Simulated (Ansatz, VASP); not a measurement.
# One calculation of Lu, two programs

File INCAR:

```
PREC = Accurate
ENCUT = 600
EDIFF = 1E-7
ISMEAR = -1
SIGMA = 0.05
LREAL = F
LASPH = T
NELM = 80
ALGO = Normal
ISIF = 3
LWAVE = F
LCHARG = F
GGA = PE
IBRION = 2
NSW = 60
EDIFFG = -0.005
```

File KPOINTS:

```
Automatic mesh
0
Gamma
  15 15 15
```

Contents of POSCAR:

```
Lu
1.0
    0.0000000000      2.4432830035      2.4432830035
    2.4432830035      0.0000000000      2.4432830035
    2.4432830035      2.4432830035      0.0000000000
Lu
1
Direct
    0.0000000000      0.0000000000      0.0000000000
```

Input for Ansatz:

```yaml
crystal:
  lattice:
    - [0.0, 2.4432830035, 2.4432830035]
    - [2.4432830035, 0.0, 2.4432830035]
    - [2.4432830035, 2.4432830035, 0.0]
  atoms:
    - { symbol: Lu, position: [0.0, 0.0, 0.0] }
kpoints:
  mp_grid: { grid: [15, 15, 15] }
scf:
  occupations: { method: fermi_dirac, width: 0.05 }
hamiltonian:
  xc: pbe
  pseudopotentials: { kind: paw }
output:
  forces: true
  stress: true
relax:
  f_tol: 0.005
  max_steps: 40
  cell: {}
```

Alike in both runs: task relaxation of cell and atoms; functional PBE; k mesh 15 × 15 × 15; occupations fermi-dirac, width 0.05 eV; no spin polarisation.

|  | VASP | Ansatz |
| --- | --- | --- |
| version | VASP 6.6.1 | Ansatz 0.2.0 |
| potentials or method | VASP PAW PBE potentials, release 64 (Lu) | PAW with Ansatz's default frozen-core files, scalar-relativistic |
| plane-wave cutoff (eV) | 600 | 420 |
| valence electrons in the cell | 25 | 25 |

```csv
,VASP,Ansatz,Ansatz less VASP
relaxed volume (Å³/atom),29.07,28.96,-0.107
relaxed length of the cell vector where the two differ most in proportion (Å),3.451,3.447,-0.0042
```

Spin-orbit coupling is off throughout.
